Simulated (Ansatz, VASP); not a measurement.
# HfC: VASP and Ansatz over several settings

```xyz
2
Lattice="-1.3967 2.4972 1.8473 1.3967 -2.4972 1.8473 1.3967 2.4972 -1.8473" Properties=species:S:1:pos:R:3 pbc="T T T"
Hf    0.0000    0.0000    3.6382
C     0.0000    2.4972    0.6630
```

Single points on this cell with VASP 6.6.1 and Ansatz 0.2.0. Each row is one pair of runs. Alike in all rows: spin: off; k mesh: 12 × 12 × 12; VASP's potentials, cutoff: VASP PAW PBE potentials, release 64 (Hf_pv, C), 520 eV; Ansatz's potentials, cutoff: Ansatz PAW, 420 eV.

```csv
level,smearing,"gap on the k mesh at the Fermi level (eV), VASP","gap on the k mesh at the Fermi level (eV), Ansatz","least direct gap on the mesh (eV), VASP","least direct gap on the mesh (eV), Ansatz","rms of the force components (eV/Å), VASP","rms of the force components (eV/Å), Ansatz"
PBE,"gaussian, width 0.025 eV",0.36,0.38,0.86,0.87,6.787,6.630
PBE,"gaussian, width 0.027 eV",0.36,0.38,0.86,0.87,6.787,6.630
PBE,"gaussian, width 0.028 eV",0.36,0.38,0.86,0.87,6.787,6.630
PBE,"gaussian, width 0.012 eV",0.36,0.38,0.86,0.87,6.787,6.630
PBE,"gaussian, width 0.014 eV",0.36,0.38,0.86,0.87,6.787,6.630
PBE,"gaussian, width 0.015 eV",0.36,0.38,0.86,0.87,6.787,6.630
PBE,"gaussian, width 0.016 eV",0.36,0.38,0.86,0.87,6.787,6.630
PBE,"gaussian, width 0.017 eV",0.36,?,0.86,?,6.787,?
```

Question: Fill in what Ansatz gave in row 8.

Answer: gap on the k mesh at the Fermi level (eV): 0.38; least direct gap on the mesh (eV): 0.87; rms of the force components (eV/Å): 6.630.

VASP's potentials hold 14 valence electrons a cell and Ansatz's 30, so a difference there can come from the potentials and not from the codes.

Neither program's run includes spin-orbit coupling.
